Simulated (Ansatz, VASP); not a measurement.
## MgSe2: VASP beside Ansatz

Contents of POSCAR:

```
MgSe2
1.0
    6.4599980000      0.0000000000      0.0000000000
    0.0000000000      6.4599980000      0.0000000000
    0.0000000000      0.0000000000      6.4599980000
Mg Se
4 8
Direct
    0.5000000000      0.5000000000      0.0000000000
    0.5000000000      0.0000000000      0.5000000000
    0.0000000000      0.5000000000      0.5000000000
    0.0000000000      0.0000000000      0.0000000000
    0.1062030000      0.8937970000      0.3937970000
    0.8937970000      0.3937970000      0.1062030000
    0.3937970000      0.1062030000      0.8937970000
    0.6062030000      0.6062030000      0.6062030000
    0.8937970000      0.1062030000      0.6062030000
    0.1062030000      0.6062030000      0.8937970000
    0.6062030000      0.8937970000      0.1062030000
    0.3937970000      0.3937970000      0.3937970000
```

Contents of INCAR.step1:

```
SYSTEM = MgSe2
PREC = Accurate ; ENCUT = 520
ISMEAR = 0 ; SIGMA = 0.01
LREAL = .False. ; LASPH = .True.
NELM = 60 ; NBANDS = 40
GGA = PE ; ALGO = Normal
EDIFF = 1E-4 ; LWAVE = .True.
LCHARG = .False.
```

INCAR.step2

```
SYSTEM = MgSe2
PREC = Accurate ; ENCUT = 520
EDIFF = 1E-6 ; ISMEAR = 0
SIGMA = 0.01 ; LREAL = .False.
LASPH = .True. ; NELM = 60
ALGO = Normal ; ISIF = 2
LWAVE = .False. ; LCHARG = .False.
METAGGA = R2SCAN ; LMIXTAU = .True.
NBANDS = 40 ; ISTART = 1
```

Contents of KPOINTS:

```
regular mesh
0
Gamma
  3 3 3
  0 0 0
```

Input for Ansatz:

```yaml
crystal:
  lattice:
    - [6.459998, 0.0, 0.0]
    - [0.0, 6.459998, 0.0]
    - [0.0, 0.0, 6.459998]
  atoms:
    - { symbol: Mg, position: [0.5, 0.5, 0.0] }
    - { symbol: Mg, position: [0.5, 0.0, 0.5] }
    - { symbol: Mg, position: [0.0, 0.5, 0.5] }
    - { symbol: Mg, position: [0.0, 0.0, 0.0] }
    - { symbol: Se, position: [0.106203, 0.893797, 0.393797] }
    - { symbol: Se, position: [0.893797, 0.393797, 0.106203] }
    - { symbol: Se, position: [0.393797, 0.106203, 0.893797] }
    - { symbol: Se, position: [0.606203, 0.606203, 0.606203] }
    - { symbol: Se, position: [0.893797, 0.106203, 0.606203] }
    - { symbol: Se, position: [0.106203, 0.606203, 0.893797] }
    - { symbol: Se, position: [0.606203, 0.893797, 0.106203] }
    - { symbol: Se, position: [0.393797, 0.393797, 0.393797] }
kpoints:
  mp_grid:
    grid: [3, 3, 3]
hamiltonian:
  xc: r2scan
scf:
  occupations:
    method: fixed
basis:
  ecutwfc: "42 Ry"
output:
  forces: true
  stress: true
```

Alike in both runs: task single point; functional r2SCAN; k mesh 3 × 3 × 3; no spin polarisation.

|  | VASP | Ansatz |
| --- | --- | --- |
| version | VASP 6.6.1 | Ansatz 0.2.0 |
| potentials or method | VASP PAW PBE potentials, release 64 (Mg, Se), cutoff 520 eV | plane waves, PAW |
| occupations | gaussian, width 0.01 eV | fixed |
| valence electrons in the cell | 56 | 168 |

VASP gave:

- pressure (GPa): 0.1
- rms of the force components (eV/Å): 0.001

**Question.** Estimate Ansatz's values.

**Answer.** Pressure (GPa): 0.3; rms of the force components (eV/Å): 0.005.

VASP's potentials were made for PBE, not for r2SCAN. Atom by atom the forces differ by 0.005 eV/Å (rms over components). VASP's potentials hold 56 valence electrons a cell and Ansatz's 168, so a difference there can come from the potentials and not from the codes.
